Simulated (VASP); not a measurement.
Runs of VASP 6.6.1 on Hg. The structure is that of space group Fm-3m (No. 225), or close to it. The cells are those of the table. 

| spin | cell | k mesh | gap on the mesh (eV) | pressure (GPa) |
| --- | --- | --- | --- | --- |
| off | a = 3.146 Å, angles 60.0°, 1 atom | 14 × 14 × 14 | none | (b) |
| off | a = 3.228 Å, angles 60.0°, 1 atom | 14 × 14 × 14 | none | -2.6 |
| off | a = 3.015 Å, angles 60.0°, 1 atom | 14 × 14 × 14 | none | 11.6 |
| off | a = 3.146 Å, angles 60.0°, 1 atom | 20 × 20 × 20 | none | 0.4 |
| non-collinear, zero start, SOC | a = 3.146 Å, angles 60.0°, 1 atom | 12 × 12 × 12 | - | (a) |
| off | a = 3.146 Å, angles 60.0°, 1 atom | 12 × 12 × 12 | none | 0.6 |
| off | a = 3.104 Å, angles 60.0°, 1 atom | 14 × 14 × 14 | none | 3.0 |
| off | a = 3.268 Å, angles 60.0°, 1 atom | 14 × 14 × 14 | none | (c) |

Alike in all rows: task single point; level LDA; potentials or basis VASP PAW LDA potentials, release 64 (Hg); cutoff (eV) 520; smearing fermi-dirac 0.1 eV.

Problem. Estimate the missing entries.

Solution. (a) -0.5; (b) 0.5; (c) -3.5.

Caveats: spin-orbit coupling is left out, which moves the levels of the heavy elements (some runs).

A k mesh can miss the band edges, and rows without SOC leave out spin-orbit coupling on Hg.

A gap of «none» marks levels without a gap at the run's occupations.
